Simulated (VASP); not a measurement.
Crystal: Ti.

```
Ti
1.0
     2.95000    0.00000    0.00000
    -1.47500    2.55477    0.00000
     0.00000    0.00000    4.68000
Ti
2
Cartesian
  0.0000 1.7032 1.1700
  1.4750 0.8516 3.5100
```

| Quantity | Value |
| --- | --- |
| Program | VASP 6.6.1 |
| Task | relaxation of cell and atoms |
| Functional | LDA |
| Potentials or basis | VASP PAW LDA potentials, release 64 (Ti_sv) |
| Cutoff | 600 eV |
| k mesh | 33 × 33 × 18 |
| Occupations | gaussian, width 0.1 eV |
| Spin | no spin polarisation |

At the start: pressure -10.1 GPa; volume 17.64 Å³/atom.

Problem. How do energy, volume and symmetry change on relaxing?

Solution. Over 8 steps the energy falls by 51.6 meV/atom and the volume is 16.07 Å³/atom (-8.9 %); space group P6_3/mmc (No. 194, to 0.1 Å) before and after.

Step by step:
```tsv
step	energy change (eV)	largest force (eV/Å)	pressure (GPa)	volume (Å³)
1	0.0000	0.0000	-10.10	35.27
2	-0.0337	0.0000	10.37	29.90
3	-0.1032	0.0000	-0.22	32.20
4	-0.1033	0.0000	-0.05	32.14
5	-0.1032	0.0000	0.23	32.08
6	-0.1033	0.0000	-0.05	32.18
7	-0.1033	0.0000	-0.07	32.16
8	-0.1033	0.0000	0.01	32.14
```

Final structure:
```xyz
2
Lattice="2.8617 0.0000 0.0000 -1.4308 2.4783 0.0000 0.0000 0.0000 4.5322" Properties=species:S:1:pos:R:3 pbc="T T T"
Ti    0.0000    1.6522    1.1331
Ti    1.4308    0.8261    3.3992
```
